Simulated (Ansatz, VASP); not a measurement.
# F: VASP beside Ansatz

INCAR

```
SYSTEM = F
ALGO = Normal ; EDIFF = 1E-7
ENCUT = 520 ; GGA = PE
ISIF = 2 ; ISMEAR = 0
IVDW = 12 ; LASPH = .TRUE.
LCHARG = .TRUE. ; LELF = .TRUE.
LREAL = .FALSE. ; LVHAR = .TRUE.
LWAVE = .FALSE. ; NBANDS = 22
NELM = 100 ; PREC = Accurate
SIGMA = 0.05
```

File KPOINTS:

```
k-points
0
G
  8 8 4
  0 0 0
```

File POSCAR:

```
F
1.0
    2.8460543891     -1.8089375016      0.3003524708
    2.8460543891      1.8089375016      0.3003524708
   -0.8442686830      0.0000000000      6.8137167082
F
4
Direct
    0.9138648456      0.5855481450      0.0939279973
    0.4144518550      0.0861351544      0.4060720027
    0.0861351544      0.4144518550      0.9060720027
    0.5855481450      0.9138648456      0.5939279973
```

Input for Ansatz:

```yaml
crystal:
  lattice:
    - [2.8460543891, -1.8089375016, 0.3003524708]
    - [2.8460543891, 1.8089375016, 0.3003524708]
    - [-0.844268683, 0.0, 6.8137167082]
  atoms:
    - { symbol: F, position: [0.9138648456, 0.585548145, 0.0939279973] }
    - { symbol: F, position: [0.414451855, 0.0861351544, 0.4060720027] }
    - { symbol: F, position: [0.0861351544, 0.414451855, 0.9060720027] }
    - { symbol: F, position: [0.585548145, 0.9138648456, 0.5939279973] }
basis:
  ecutwfc: 520.0
kpoints:
  mp_grid: { grid: [8, 8, 4] }
hamiltonian:
  xc: pbe
  dispersion: d3bj
scf:
  occupations: { method: gaussian, width: 0.05 }
output:
  forces: true
  stress: true
  eigenvalues: true
```

Change from the starting cell: volume 17.769 Å^3 an atom, stretch along a over the lengths across it, relative to the relaxed cell 1.0000.

Alike in both runs: task single point; functional PBE; dispersion D3(BJ); k mesh 8 × 8 × 4; occupations gaussian, width 0.05 eV; no spin polarisation.

```csv
,VASP,Ansatz
version,VASP 6.6.1,Ansatz 0.2.0
potentials or method,"VASP PAW PBE potentials, release 64 (F), cutoff 520 eV","scalar-relativistic, plane waves, PAW"
valence electrons in the cell,28,28
```

Ansatz gave:

```
gap on the k mesh at the Fermi level (eV)                     : 2.88
least direct gap on the mesh (eV)                             : 2.88
pressure (GPa)                                                : -1.1
traceless stress, the component that is largest in VASP (GPa) : -1.45
rms of the force components (eV/Å)                            : 0.265
```

Estimate VASP's values.

gap on the k mesh at the Fermi level (eV): 2.81; least direct gap on the mesh (eV): 2.81; pressure (GPa): -0.8; traceless stress, the component that is largest in VASP (GPa): -0.38; rms of the force components (eV/Å): 0.064.

Atom by atom the forces differ by 0.201 eV/Å (rms over components). One of these differences is far larger than is usual between the two programs; its cause wasn't traced.
